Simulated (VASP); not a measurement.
Nb3Te2HC4, 10 atoms in the cell. It takes space group P-4m2 (No. 115, tetragonal). Conventional cell: a = 4.206 Å, b = 4.206 Å, c = 9.232 Å, α = 90.00°, β = 90.00°, γ = 90.00°. Within 2.8 Å of Nb (site symmetry -4m2) lie 4 C at 2.15 Å. Within 2.8 Å of Nb (site symmetry -4m2) lie 4 C at 2.12 Å. Within 2.8 Å of Nb (site symmetry -4m2) lie 4 C at 2.15 Å. Te (site symmetry 2mm) has 2 C at 2.41 to 2.95 Å and 6 Nb at 2.98 to 3.27 Å and 2 H at 2.98 Å within 3.3 Å. Within 2.8 Å of H (site symmetry -4m2) lie 4 C at 2.12 Å. Within 2.8 Å of C (site symmetry 2mm) lie 2 Nb at 2.12 Å and 2 H at 2.12 Å and 1 Te at 2.41 Å. Within 2.8 Å of C (site symmetry 2mm) lie 4 Nb at 2.15 Å. 

| Quantity | Value |
| --- | --- |
| Program | VASP 6.6.1 |
| Task | single point |
| Functional | PBE |
| Potentials or basis | VASP PAW PBE potentials, release 64 (Nb_sv, Te, H, C) |
| Cutoff | 520 eV |
| k mesh | 10 × 10 × 4 |
| Occupations | gaussian, width 0.1 eV |
| Spin | no spin polarisation |
| Dipole correction | no |
| Further INCAR settings | ALGO = Normal; EDIFF = 1e-07; NBANDS = 45 |

Potentials or basis: VASP PAW PBE potentials, release 64 (Nb_sv, Te, H, C).

Run with:

```sh
$ cat potpaw_PBE.64/Nb_sv/POTCAR potpaw_PBE.64/Te/POTCAR potpaw_PBE.64/H/POTCAR potpaw_PBE.64/C/POTCAR > POTCAR
$ mpirun -np 1 vasp_std > vasp.out
```

Hardware: 1 thread of Intel(R) Xeon(R) Platinum 8175M CPU @ 2.50GHz (Skylake/Cascade Lake), on a shared host.

Problem. How long does it take, and how much memory?

Solution. Run time: 8.9 min on 1 thread of Intel(R) Xeon(R) Platinum 8175M CPU @ 2.50GHz (Skylake/Cascade Lake), on a shared host, peak memory 0.53 GiB. Counts: scf iterations 19, k points 63.
